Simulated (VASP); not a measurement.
# K (Fmmm) in VASP: notebook

Runs on K. Level: PBEsol. Tasks: single point.

Everything below comes from runs of VASP 6.6.1. Logs are shortened: lines on timing, memory, paths and dates and some standing lists are left out, and cuts for length are marked.

## (1) The cell of the first run

Symmetry: Fmmm, No. 69, orthorhombic system. The conventional cell has a = 5.236 Å, b = 7.349 Å, c = 7.460 Å, α = 90.00°, β = 90.00°, γ = 90.00°.

## (2) Single point, PBEsol (strain +0.0150 x Voigt [0, 0, 0, 0, 0, 1])

INCAR

```
PREC = Accurate ; ENCUT = 520
EDIFF = 1E-7 ; ISMEAR = 0
SIGMA = 0.15 ; LREAL = False
LASPH = True ; NELM = 60
ALGO = Fast ; ISIF = 2
LWAVE = False ; LCHARG = True
GGA = PS ; LELF = True
LVHAR = True ; NBANDS = 10
```

KPOINTS

```
Automatic mesh
0
Gamma
  14 14 14
```

POSCAR

```
K
1.0
   -2.5983650000      2.5983650000      2.6180000000
    2.5983650000     -2.5983650000      2.6180000000
    2.6376350000      2.6376350000     -2.6180000000
K
1
Direct
    0.0000000000      0.0000000000      0.0000000000
```

Potentials or basis: VASP PAW PBE potentials, release 64 (K_sv).

Command:

```console
$ cat potpaw_PBE.64/K_sv/POTCAR > POTCAR
$ mpirun -np 1 vasp_std > vasp.out
```

OUTCAR:

```text
PREC = Accurate
   ENCUT = 520
   EDIFF = 1E-7
   ISMEAR = 0
   LREAL = False
   LASPH = True
   NELM = 60
   ISIF = 2
   GGA = PS

 ion  position               nearest neighbor table
   1  0.000  0.000  0.000-

  LATTYP: Found a face centered orthorhombic cell.
 ALAT       =     5.2360000000
 B/A-ratio  =     1.4036069607
 C/A-ratio  =     1.4248201641

  Lattice vectors:

 A1 = (   5.2360000000,   0.0392700000,   0.0000000000)
 A2 = (   2.6376350000,   2.6376350000,   2.6180000000)
 A3 = (   2.5983650000,  -2.5983650000,   2.6180000000)

Analysis of symmetry for initial positions (statically):
=====================================================================
 Subroutine PRICEL returns:
 Original cell was already a primitive cell.

 Routine SETGRP: Setting up the symmetry group for a
 face centered orthorhombic supercell.

 Subroutine GETGRP returns: Found  8 space group operations
 (whereof  8 operations were pure point group operations)
 out of a pool of  8 trial point group operations.

The static configuration has the point symmetry D_2h.

Analysis of symmetry for dynamics (positions and initial velocities):
=====================================================================
 Subroutine PRICEL returns:
 Original cell was already a primitive cell.

 Routine SETGRP: Setting up the symmetry group for a
 face centered orthorhombic supercell.

 Subroutine GETGRP returns: Found  8 space group operations
 (whereof  8 operations were pure point group operations)
 out of a pool of  8 trial point group operations.

The dynamic configuration has the point symmetry D_2h.

 Subroutine INISYM returns: Found  8 space group operations
 (whereof  8 operations are pure point group operations),
 and found     1 'primitive' translations

----------------------------------------------------------------------------------------

                                     Primitive cell

  volume of cell :      71.7703

  direct lattice vectors                    reciprocal lattice vectors
    -2.598365000  2.598365000  2.618000000    -0.001432472  0.190996229  0.190985485
     2.598365000 -2.598365000  2.618000000     0.190996229 -0.001432472  0.190985485
     2.637635000  2.637635000 -2.618000000     0.189563757  0.189563757  0.000000000

  length of vectors
     4.511864952  4.511864952  4.557209759     0.270105659  0.270105659  0.268083636

  position of ions in fractional coordinates (direct lattice)
     0.000000000  0.000000000  0.000000000

  ion indices of the primitive-cell ions
   primitive index   ion index
                 1           1

----------------------------------------------------------------------------------------

 KPOINTS: Automatic mesh

Automatic generation of k-mesh.
 Grid dimensions read from file:
 generate k-points for:   14   14   14

 Generating k-lattice:

  Cartesian coordinates                     Fractional coordinates (reciprocal lattice)
    -0.000102319  0.013642588  0.013641820     0.071428571  0.000000000 -0.000000000
     0.013642588 -0.000102319  0.013641820     0.000000000  0.071428571 -0.000000000
     0.013540268  0.013540268  0.000000000     0.000000000  0.000000000  0.071428571

  Length of vectors
     0.019293261  0.019293261  0.019148831

  Shift w.r.t. Gamma in fractional coordinates (k-lattice)
     0.000000000  0.000000000  0.000000000

 Subroutine IBZKPT returns following result:
 ===========================================

 Found    428 irreducible k-points:

 Following reciprocal coordinates:
            Coordinates               Weight
  0.000000  0.000000  0.000000      1.000000
  0.071429 -0.000000  0.000000      8.000000
  0.142857 -0.000000 -0.000000      8.000000
  0.214286 -0.000000  0.000000      8.000000
  0.285714 -0.000000  0.000000      8.000000
  0.357143 -0.000000  0.000000      8.000000
[... 16 lines left out ...]
  0.214286  0.142857 -0.000000      8.000000
  0.285714  0.142857  0.000000      8.000000
 [... further k-points ...]
   k-points           NKPTS =    428   k-points in BZ     NKDIM =    428   number of bands    NBANDS=     10
   number of dos      NEDOS =    301   number of ions     NIONS =      1
   total plane-waves  NPLWV =  46656
   dimension x,y,z NGX =    36 NGY =   36 NGZ =   36
   dimension x,y,z NGXF=    72 NGYF=   72 NGZF=   72
   ions per type =               1
   NGX,Y,Z   is equivalent  to a cutoff of  13.26, 13.26, 13.13 a.u.
   NGXF,Y,Z  is equivalent  to a cutoff of  26.53, 26.53, 26.27 a.u.
 SYSTEM =  unknown system
   PREC   = accura    normal or accurate (medium, high low for compatibility)
   ISTART =      0    job   : 0-new  1-cont  2-samecut
   ICHARG =      2    charge: 1-file 2-atom 10-const
   ISPIN  =      1    spin polarized calculation?
   LNONCOLLINEAR =      F non collinear calculations
   LSORBIT =      F    spin-orbit coupling
   LASPH  =      T    aspherical Exc in radial PAW
   ENCUT  =  520.0 eV  38.22 Ry    6.18 a.u.   8.39  8.39  8.47*2*pi/ulx,y,z
   NELM   =     60;   NELMIN=  2; NELMDL= -5     # of ELM steps
   EDIFF  = 0.1E-06   stopping-criterion for ELM
   LREAL  =      F    real-space projection
   EDIFFG = 0.1E-05   stopping-criterion for IOM
   NSW    =      0    number of steps for IOM
   IBRION =     -1    ionic relax: 0-MD 1-quasi-New 2-CG
   NFREE  =      0    steps in history (QN), initial steepest desc. (CG)
   ISIF   =      2    stress and relaxation
   ISYM   =      2    0-nonsym 1-usesym 2-fastsym
   POTIM  = 0.5000    time-step for ionic-motion
   TEBEG  =    0.0;   TEEND  =   0.0 temperature during run
   PSTRESS=    0.0 pullay stress
   NELECT =       9.0000    total number of electrons
   NUPDOWN=      -1.0000    fix difference up-down
   EMIN   =  10.00;   EMAX   =-10.00  energy-range for DOS
   EFERMI =   0.00;   METHOD = LEGACY
   ISMEAR =     0;   SIGMA  =   0.15  broadening in eV -4-tet -1-fermi 0-gaus
   EFERMI_NEDOS =   21; number of points for ismear=-14 and -15
   IALGO  =     68    algorithm
   IMIX   =      4    mixing-type and parameters
     AMIX     =   0.40;   BMIX     =  1.00
     AMIX_MAG =   1.60;   BMIX_MAG =  1.00
  volume/ion in A,a.u.               =      71.77       484.33
  Fermi-wavevector in a.u.,A,eV,Ry     =   0.819422  1.548483  9.135660  0.671452
  Thomas-Fermi vector in A             =   1.930224
   LORBIT       =      0    0 simple, 1 ext, 2 COOP (PROOUT), +10 PAW based schemes
   GGA     = PS    functional components
   LHFCALC =     F    Hartree Fock is set to
   AEXX    =    0.0000 exact exchange contribution
   IVDW    =     0    specifies the selected vdW correction
   LEPSILON=     F    determine dielectric tensor
   LRPA    =     F    only Hartree local field effects (RPA)
 non-spin polarized calculation
 RMM-DIIS sequential band-by-band and
 Gauss-broadening in eV      SIGMA  =   0.15
  energy-cutoff  :      520.00
  volume of cell :       71.77
 maximum number of plane-waves:      1950
 NGX is ok and might be reduce to    36
   NGX = 17   NGY = 17   NGZ = 17

 number of electron       9.0000000 magnetization

 Free energy of the ion-electron system (eV)
  ---------------------------------------------------
  ext. energy  EPLUGINS =         0.00000000
  ---------------------------------------------------
  free energy    TOTEN  =        -1.13754531 eV

  energy without entropy =       -1.12891763  energy(sigma->0) =       -1.13323147

 E-fermi :  -0.1150     XC(G=0):  -5.7577

 val. band max:       -0.1195695762   @ k =   0.5000   0.2143   0.0000
 cond. band min:      -0.1141264501   @ k =   0.5000   0.2857   0.0000
 fundamental gap:      0.0054431261
 Fermi energy:        -0.1150237827

 k-point     1 :       0.0000    0.0000    0.0000
  band No.  band energies     occupation
      1     -32.0925      2.00000
      2     -15.6007      2.00000
      3     -15.6005      2.00000
      4     -15.6002      2.00000
      5      -2.3078      2.00000
      6       4.1714      0.00000
      7       4.2007      0.00000
      8       4.2392      0.00000
      9       5.1416      0.00000
     10       5.1458      0.00000

 k-point     2 :       0.0714   -0.0000    0.0000
  band No.  band energies     occupation
      1     -32.0922      2.00000
      2     -15.6042      2.00000
      3     -15.6017      2.00000
      4     -15.6004      2.00000
      5      -2.2429      2.00000
      6       4.0948      0.00000
      7       4.1308      0.00000
      8       4.2598      0.00000
      9       5.0126      0.00000
     10       5.1267      0.00000

 k-point     3 :       0.1429   -0.0000   -0.0000
  band No.  band energies     occupation
      1     -32.0916      2.00000
      2     -15.6148      2.00000
      3     -15.6052      2.00000
      4     -15.6004      2.00000
      5      -2.0505      2.00000
      6       3.7480      0.00000
      7       3.9032      0.00000
      8       4.4115      0.00000
      9       4.8921      0.00000
     10       5.0925      0.00000

 k-point     4 :       0.2143   -0.0000    0.0000
  band No.  band energies     occupation
      1     -32.0906      2.00000
      2     -15.6300      2.00000
      3     -15.6103      2.00000
      4     -15.6004      2.00000
      5      -1.7372      2.00000
      6       3.1629      0.00000
      7       3.6454      0.00000
      8       4.6651      0.00000
      9       4.9234      0.00000
     10       5.0835      0.00000
[... 222 lines left out ...]
 k-point    22 :       0.1429    0.1429    0.0000
  band No.  band energies     occupation
      1     -32.0902      2.00000
      2     -15.6353      2.00000
      3     -15.6112      2.00000
      4     -15.6042      2.00000
      5      -1.5566      2.00000
      6       3.0470      0.00000
      7       3.3387      0.00000
      8       4.7229      0.00000
      9       4.7517      0.00000
     10       5.4060      0.00000

 k-point    23 :       0.2143    0.1429   -0.0000
  band No.  band energies     occupation
      1     -32.0892      2.00000
      2     -15.6479      2.00000
      3     -15.6177      2.00000
      4     -15.6052      2.00000
      5      -1.1410      2.00000
      6       2.5185      0.00000
      7       3.0590      0.00000
      8       4.7571      0.00000
      9       4.9592      0.00000
     10       5.5234      0.00000

 k-point    24 :       0.2857    0.1429    0.0000
  band No.  band energies     occupation
      1     -32.0884      2.00000
      2     -15.6591      2.00000
      3     -15.6242      2.00000
      4     -15.6055      2.00000
      5      -0.6312      2.00000
      6       1.9127      0.00000
      7       2.8648      0.00000
      8       4.7220      0.00000
      9       5.1547      0.00000
     10       5.6307      0.00000

 [... further k-points ...]

------------------------ aborting loop because EDIFF is reached ----------------------------------------

  FORCE on cell =-STRESS in cart. coord.  units (eV):
  Direction    XX          YY          ZZ          XY          YZ          ZX
  --------------------------------------------------------------------------------------
  -------------------------------------------------------------------------------------
  Total       -0.0228739     -0.0228739     -0.0223236     -0.0187446      0.0000000      0.0000000
  in kB       -0.5106307     -0.5106307     -0.4983447     -0.4184494      0.0000000      0.0000000
  external PRESSURE =      -0.5065354 kB  Pullay stress =       0.0000000 kB

 VOLUME and BASIS-vectors are now :
 -----------------------------------------------------------------------------
  energy-cutoff  :      520.00
  volume of cell :       71.77
      direct lattice vectors                 reciprocal lattice vectors
    -2.598365000  2.598365000  2.618000000    -0.001432472  0.190996229  0.190985485
     2.598365000 -2.598365000  2.618000000     0.190996229 -0.001432472  0.190985485
     2.637635000  2.637635000 -2.618000000     0.189563757  0.189563757  0.000000000

 POSITION                                       TOTAL-FORCE (eV/Angst)
 -----------------------------------------------------------------------------------
      0.00000      0.00000      0.00000         0.000000     -0.000000     -0.000000
 -----------------------------------------------------------------------------------
    total drift:                               -0.000000      0.000000      0.000000

  FREE ENERGIE OF THE ION-ELECTRON SYSTEM (eV)
  ---------------------------------------------------
  free  energy   TOTEN  =        -1.1375453072 eV

  energy  without entropy=       -1.1289176296  energy(sigma->0) =       -1.13323147
```

It took 2.8 min on 1 thread of Intel Xeon 6975P-C (Granite Rapids), shared host; peak memory 0.41 GiB.

Results:

```yaml
Free_energy: -1.1375 eV
Pressure: -0.1 GPa
Band_gap_on_the_k_mesh: zero (an odd number of electrons rules out a gap without spin polarisation)
```

Caveat: the cell differs from its parent crystal (strain +0.0150 x Voigt [0, 0, 0, 0, 0, 1]); the PAW data sets were made with another functional, which shifts forces and pressure a little.

## (3) Single point, PBEsol (strain +0.0050 x Voigt [0, 0, 0, 0, 0, 1])

INCAR

```
SYSTEM = K
PREC = Accurate
ENCUT = 520
EDIFF = 1E-6
ISMEAR = 0
SIGMA = 0.15
LREAL = .False.
LASPH = .True.
NELM = 60
ALGO = Fast
ISIF = 2
LWAVE = .False.
LCHARG = .True.
GGA = PS
LELF = .True.
LVHAR = .True.
NBANDS = 10
```

KPOINTS

```
Automatic mesh
0
Gamma
  14 14 14
  0 0 0
```

POSCAR

```
K
1.0
   -2.6114550000      2.6114550000      2.6180000000
    2.6114550000     -2.6114550000      2.6180000000
    2.6245450000      2.6245450000     -2.6180000000
K
1
Direct
    0.0000000000      0.0000000000      0.0000000000
```

Potentials or basis: VASP PAW PBE potentials, release 64 (K_sv).

Command:

```console
$ cat potpaw_PBE.64/K_sv/POTCAR > POTCAR
$ mpirun -np 1 vasp_std > vasp.out
```

OUTCAR:

```text
SYSTEM = K
   PREC = Accurate
   ENCUT = 520
   EDIFF = 1E-6
   ISMEAR = 0
   LREAL = .False.
   LASPH = .True.
   NELM = 60
   ISIF = 2
   GGA = PS

 ion  position               nearest neighbor table
   1  0.000  0.000  0.000-

  LATTYP: Found a face centered orthorhombic cell.
 ALAT       =     5.2360000000
 B/A-ratio  =     1.4106780285
 C/A-ratio  =     1.4177490963

  Lattice vectors:
[... 492 lines left out ...]
      6       1.9043      0.00000
      7       2.8611      0.00000
      8       4.7309      0.00000
      9       5.1663      0.00000
     10       5.6138      0.00000

 [... further k-points ...]

------------------------ aborting loop because EDIFF is reached ----------------------------------------

  FORCE on cell =-STRESS in cart. coord.  units (eV):
  Direction    XX          YY          ZZ          XY          YZ          ZX
  --------------------------------------------------------------------------------------
  -------------------------------------------------------------------------------------
  Total       -0.0225231     -0.0225231     -0.0224538     -0.0062435      0.0000000      0.0000000
  in kB       -0.5027743     -0.5027743     -0.5012262     -0.1393714      0.0000000      0.0000000
  external PRESSURE =      -0.5022583 kB  Pullay stress =       0.0000000 kB

 VOLUME and BASIS-vectors are now :
 -----------------------------------------------------------------------------
  energy-cutoff  :      520.00
  volume of cell :       71.77
      direct lattice vectors                 reciprocal lattice vectors
    -2.611455000  2.611455000  2.618000000    -0.000477467  0.190986679  0.190985485
     2.611455000 -2.611455000  2.618000000     0.190986679 -0.000477467  0.190985485
     2.624545000  2.624545000 -2.618000000     0.190509212  0.190509212  0.000000000

 POSITION                                       TOTAL-FORCE (eV/Angst)
 -----------------------------------------------------------------------------------
      0.00000      0.00000      0.00000         0.000000      0.000000      0.000000
 -----------------------------------------------------------------------------------
    total drift:                               -0.000000      0.000000      0.000000

  FREE ENERGIE OF THE ION-ELECTRON SYSTEM (eV)
  ---------------------------------------------------
  free  energy   TOTEN  =        -1.1376671934 eV

  energy  without entropy=       -1.1290279216  energy(sigma->0) =       -1.13334756
```

OSZICAR:

```text
N       E                     dE             d eps       ncg     rms          rms(c)
DAV:   1     0.461957770582E+02    0.46196E+02   -0.35943E+03  8560   0.690E+02
DAV:   2     0.483091032627E+00   -0.45713E+02   -0.45022E+02  9152   0.191E+02
DAV:   3    -0.109244257742E+01   -0.15755E+01   -0.15696E+01 13338   0.285E+01
DAV:   4    -0.113872124054E+01   -0.46279E-01   -0.46097E-01 11626   0.422E+00
DAV:   5    -0.113995606068E+01   -0.12348E-02   -0.12346E-02 13278   0.478E-01    0.199E+00
RMM:   6    -0.113803990611E+01    0.19162E-02   -0.24934E-03 11713   0.359E-01    0.131E+00
RMM:   7    -0.113759491946E+01    0.44499E-03   -0.58116E-03 12319   0.481E-01    0.854E-02
RMM:   8    -0.113763237771E+01   -0.37458E-04   -0.91544E-04 13323   0.283E-01    0.323E-02
RMM:   9    -0.113766342242E+01   -0.31045E-04   -0.11786E-04 13828   0.754E-02    0.156E-02
RMM:  10    -0.113766540127E+01   -0.19788E-05   -0.42461E-05 14242   0.410E-02    0.643E-03
RMM:  11    -0.113766645368E+01   -0.10524E-05   -0.77721E-06 13703   0.165E-02    0.515E-03
RMM:  12    -0.113766719341E+01   -0.73974E-06   -0.27367E-06 11856   0.960E-03
   1 F= -.11376672E+01 E0= -.11333476E+01  d E =-.863927E-02
```

It took 2.2 min on 1 thread of Intel Xeon 6975P-C (Granite Rapids), shared host; peak memory 0.42 GiB.

Results:

| Quantity | Value |
| --- | --- |
| Free energy | -1.1377 eV |
| Pressure | -0.1 GPa |
| Band gap on the k mesh | zero (an odd number of electrons rules out a gap without spin polarisation) |

Caveat: the cell differs from its parent crystal (strain +0.0050 x Voigt [0, 0, 0, 0, 0, 1]); the PAW data sets were made with another functional, which shifts forces and pressure a little.
